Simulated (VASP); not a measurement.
A run of VASP 6.6.1:

The input POSCAR:

```
Al
1.0
   -1.5587357247      1.5587357247      1.5587357247
    1.5587357247     -1.5587357247      1.5587357247
    1.5587357247      1.5587357247     -1.5587357247
Al
1
Direct
    0.0000000000      0.0000000000      0.0000000000
```

File INCAR.step1:

```
PREC     = Accurate       # precision mode
ENCUT    = 520            # plane-wave cutoff, eV
EDIFF    = 1E-5           # SCF threshold, eV
ISMEAR   = -1             # smearing method
SIGMA    = 0.05           # smearing width, eV
LREAL    = False          # projectors in reciprocal space
LASPH    = True           # aspherical terms in the spheres
NELM     = 80             # most SCF steps
ALGO     = Normal         # electronic algorithm
ISIF     = 2              # what is computed and relaxed
LWAVE    = True           # write WAVECAR
LCHARG   = False          # write CHGCAR
NBANDS   = 8              # bands
GGA      = PE             # functional
```

Contents of INCAR.step2:

```
PREC     = Accurate       # precision mode
ENCUT    = 520            # plane-wave cutoff, eV
EDIFF    = 1E-7           # SCF threshold, eV
ISMEAR   = -1             # smearing method
SIGMA    = 0.05           # smearing width, eV
LREAL    = False          # projectors in reciprocal space
LASPH    = True           # aspherical terms in the spheres
NELM     = 80             # most SCF steps
ALGO     = Normal         # electronic algorithm
ISIF     = 2              # what is computed and relaxed
LWAVE    = False          # write WAVECAR
LCHARG   = False          # write CHGCAR
GGA      = PE             # functional
LHFCALC  = True           # exact exchange
HFSCREEN = 0.2079         # screening, 1/A
PRECFOCK = Normal       
NBANDS   = 8              # bands
ISTART   = 1
```

Contents of KPOINTS:

```
Automatic mesh
0
Gamma
  8 8 8
```

Potentials or basis: VASP PAW PBE potentials, release 64 (Al).

Run with:

```sh
$ cat potpaw_PBE.64/Al/POTCAR > POTCAR
$ cp INCAR.step1 INCAR
$ mpirun -np 1 vasp_std > vasp.out
$ cp INCAR.step2 INCAR
$ mpirun -np 1 vasp_std > vasp.out
```

Hardware: 1 thread of Intel Xeon 8259CL, on a shared host.

Task: Estimate the wall time of this run.

Result: It took 7.8 min on 1 thread of Intel Xeon 8259CL, on a shared host, peak memory 0.23 GiB. Counts: k points 29.
